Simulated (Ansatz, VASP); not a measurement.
# GeW in VASP and in Ansatz

Contents of INCAR:

```
  PREC = Accurate
  ENCUT = 600
  EDIFF = 1E-6
  ISMEAR = -1
  SIGMA = 0.05
  LREAL = False
  LASPH = True
  NELM = 150
  ALGO = Normal
  ISIF = 3
  LWAVE = False
  LCHARG = False
  LMAXMIX = 4
  LDAU = True
  LDAUTYPE = 2
  LDAUL = -1 2
  LDAUU = 0 4
  LDAUJ = 0 0
  LDAUPRINT = 1
  GGA = PE
  IBRION = 2
  NSW = 60
  EDIFFG = -0.01
```

The input KPOINTS:

```
Automatic mesh
0
Gamma
  9 9 9
```

Contents of POSCAR:

```
GeW
1.0
    0.0000000000      2.5776100000      2.5776100000
    2.5776100000      0.0000000000      2.5776100000
    2.5776100000      2.5776100000      0.0000000000
Ge W
1 1
Direct
    0.5000000000      0.5000000000      0.5000000000
    0.0000000000      0.0000000000      0.0000000000
```

File input.yaml:

```yaml
crystal:
  lattice:
    - [0.0, 2.57761, 2.57761]
    - [2.57761, 0.0, 2.57761]
    - [2.57761, 2.57761, 0.0]
  atoms:
    - { symbol: Ge, position: [0.5, 0.5, 0.5] }
    - { symbol: W, position: [0.0, 0.0, 0.0] }
hamiltonian:
  xc: pbe
  pseudopotentials: { kind: paw }
  hubbard: { sites: [{ species: W, l: d, u_eff: 4.0 }] }
kpoints:
  mp_grid: { grid: [9, 9, 9] }
scf:
  occupations: { method: fermi_dirac, width: 0.05 }
output:
  forces: true
  stress: true
  eigenvalues: true
  write_density: true
  write_potential: true
  elf: true
  volumetric_format: npy
relax:
  f_tol: 0.01
  max_steps: 40
  cell: { stress_tol: 0.05 }
```

Alike in both runs: task relaxation of cell and atoms; functional PBE; k mesh 9 × 9 × 9; occupations fermi-dirac, width 0.05 eV; no spin polarisation; Hubbard terms W d U = 4.0 eV.

|  | VASP | Ansatz |
| --- | --- | --- |
| version | VASP 6.6.1 | Ansatz 0.2.0 |
| potentials or method | VASP PAW PBE potentials, release 64 (Ge_d, W_sv) | Ansatz PAW |
| plane-wave cutoff (eV) | 600 | 420 |
| valence electrons in the cell | 28 | 28 |

Ansatz gave:

- gap on the k mesh at the Fermi level, each at its own relaxed structure (eV): none
- relaxed volume (Å³/atom): 17.13
- relaxed cell length with the largest relative difference (Å): 3.646

Task: What did VASP give for the same quantities?

Result: gap on the k mesh at the Fermi level, each at its own relaxed structure (eV): none; relaxed volume (Å³/atom): 17.52; relaxed cell length with the largest relative difference (Å): 3.673.

The programs project onto different local orbitals, so the same U acts differently, and such runs can settle in different states. A gap of «none» marks a metal or a gap that the smearing closes.

Neither program's run includes spin-orbit coupling. Noted on Ansatz's run: the plane-wave basis is chosen anew once the cell has moved, so the energies of steps on either side of that aren't comparable.
